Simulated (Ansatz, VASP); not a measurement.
# One calculation of Al3GaN4, two programs

File INCAR:

```
PREC = Accurate ; ENCUT = 520
EDIFF = 1E-7 ; ISMEAR = 0
SIGMA = 0.05 ; LREAL = False
LASPH = True ; NELM = 60
ALGO = Normal ; ISIF = 2
LWAVE = False ; LCHARG = False
GGA = PS ; NBANDS = 31
```

File KPOINTS:

```
regular mesh
0
Gamma
  6 6 6
```

Contents of POSCAR:

```
Al3GaN4
1.0
    4.4511896259      0.0808706234      0.0808706234
    0.0808706234      4.4511896259      0.0808706234
    0.0808706234      0.0808706234      4.4511896259
Al Ga N
3 1 4
Direct
    0.5000000000      0.5000000000      0.0000000000
    0.5000000000      0.0000000000      0.5000000000
    0.0000000000      0.5000000000      0.5000000000
    0.0000000000      0.0000000000      0.0000000000
    0.7447140287      0.7447140287      0.2552859713
    0.7447140287      0.2552859713      0.7447140287
    0.2552859713      0.7447140287      0.7447140287
    0.2552859713      0.2552859713      0.2552859713
```

Input for Ansatz:

```yaml
crystal:
  lattice:
    - [4.4511896259, 0.0808706234, 0.0808706234]
    - [0.0808706234, 4.4511896259, 0.0808706234]
    - [0.0808706234, 0.0808706234, 4.4511896259]
  atoms:
    - { symbol: Al, position: [0.5, 0.5, 0.0] }
    - { symbol: Al, position: [0.5, 0.0, 0.5] }
    - { symbol: Al, position: [0.0, 0.5, 0.5] }
    - { symbol: Ga, position: [0.0, 0.0, 0.0] }
    - { symbol: "N", position: [0.7447140287, 0.7447140287, 0.2552859713] }
    - { symbol: "N", position: [0.7447140287, 0.2552859713, 0.7447140287] }
    - { symbol: "N", position: [0.2552859713, 0.7447140287, 0.7447140287] }
    - { symbol: "N", position: [0.2552859713, 0.2552859713, 0.2552859713] }
basis:
  ecutwfc: 520.0
kpoints:
  mp_grid: { grid: [6, 6, 6] }
hamiltonian:
  xc: pbesol
scf:
  occupations: { method: gaussian, width: 0.05 }
output:
  forces: true
  stress: true
  eigenvalues: true
```

Change from the starting cell: equal engineering shear yz, xz and xy +0.0367, equal normal strain along x, y and z +0.0100.

Alike in both runs: task single point; functional PBEsol; k mesh 6 × 6 × 6; occupations gaussian, width 0.05 eV; no spin polarisation.

```csv
,VASP,Ansatz
version,VASP 6.6.1,Ansatz 0.2.0
potentials or method,"VASP PAW PBE potentials, release 64 (Al, Ga_d, N), cutoff 520 eV","scalar-relativistic, plane waves, PAW"
valence electrons in the cell,42,42
```

```csv
,VASP,Ansatz,Ansatz less VASP
gap on the k mesh at the Fermi level (eV),3.00,2.99,-0.007
least direct gap on the mesh (eV),3.00,2.99,-0.007
pressure (GPa),-4.7,-4.7,+0.07
"traceless stress, the component that is largest in VASP (GPa)",-6.81,-6.75,+0.058
rms of the force components (eV/Å),0.198,0.197,-0.0018
```

VASP's potentials were made for PBE, not for PBEsol. Atom by atom the forces differ by 0.005 eV/Å (rms over components).
